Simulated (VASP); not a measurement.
Here is a VASP 6.6.1 calculation.

Contents of INCAR:

```
SYSTEM = SiGe4
ALGO = Normal
EDIFF = 1E-6
ENCUT = 410
GGA = PE
GGA_COMPAT = .FALSE.
ISIF = 2
ISMEAR = 1
LASPH = .TRUE.
LCHARG = .FALSE.
LREAL = .FALSE.
LWAVE = .FALSE.
NBANDS = 38
NELM = 120
PREC = Accurate
SIGMA = 0.15
```

Contents of KPOINTS:

```
k-points
0
G
  3 3 3
  0 0 0
```

Contents of POSCAR:

```
SiGe4
1.0
   -3.0822040000      3.0822040000      3.0822040000
    3.0822040000     -3.0822040000      3.0822040000
    3.0822040000      3.0822040000     -3.0822040000
Si Ge
1 4
Direct
   -0.0010917512     -0.0150658425     -0.0463308074
    0.4246316921      0.4125482934      0.4358006478
    0.5936754997      0.0234964980      0.0430386827
   -0.0213804797      0.0033635022      0.5245009740
    0.0034953884      0.5664174078      0.0145751222
```

Potentials or basis: VASP PAW PBE potentials, release 64 (Si, Ge_d).

The run is started by

```sh
$ cat potpaw_PBE.64/Si/POTCAR potpaw_PBE.64/Ge_d/POTCAR > POTCAR
$ mpirun -np 1 vasp_std > vasp.out
```

**Question.** What does it give for the pressure?

**Answer.** -1.0 GPa.

**Question.** Predict the band gap on the k mesh.

**Answer.** Zero (bands 30 and 31 overlap by 1.24 eV).

**Question.** Predict the largest force.

**Answer.** 1.637 eV/Å.

Stress tensor (GPa, compression positive):
```
-1.25  0.68  0.18
 0.68 -0.42 -1.18
 0.18 -1.18 -1.34
```

Caveat: the k points lie up to 0.48 Å⁻¹ apart, too coarse for converged energies and pressures of a metal; forces of over 1 eV/Å act on the atoms, so gaps and moduli don't describe the material at rest.
